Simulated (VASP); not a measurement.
Here is a VASP 6.6.1 calculation.

INCAR

```
SYSTEM = CaO
  PREC = Accurate
  ENCUT = 1340
  EDIFF = 1E-6
  ISMEAR = 0
  SIGMA = 0.01
  LREAL = .FALSE.
  LASPH = .TRUE.
  NELM = 120
  ALGO = Normal
  ISIF = 2
  LWAVE = .FALSE.
  LCHARG = .FALSE.
  GGA = CA
  NBANDS = 15
  GGA_COMPAT = .FALSE.
```

The input KPOINTS:

```
Automatic mesh
0
G
  8 8 8
  0 0 0
```

File POSCAR:

```
CaO
1.0
    2.3304103203      2.3304103203      0.0000000000
   -2.3304103203      2.3304103203      0.0000000000
    0.0000000000      2.3304103203      2.3656204692
Ca O
1 1
Direct
    0.0000000000      0.0000000000      0.0000000000
    0.5000000000      0.5000000000      0.0000000000
```

Potentials or basis: VASP PAW LDA potentials, release 64 (Ca_sv, O_h).

Command:

```sh
$ cat potpaw_LDA.64/Ca_sv/POTCAR potpaw_LDA.64/O_h/POTCAR > POTCAR
$ mpirun -np 1 vasp_std > vasp.out
```

Problem. What does it give for the band gap on the k mesh?

Solution. 3.38 eV (least direct gap 3.74 eV).

Problem. Predict the pressure.

Solution. 3.1 GPa.

Stress tensor (GPa, compression positive):
```
4.14 0.00 0.00
0.00 4.14 0.00
0.00 0.00 0.88
```

Caveat: the cell differs from its parent crystal (in-plane strain -0.01, then relaxed in part); the cell stands under pressure. A k mesh can miss the band edges.
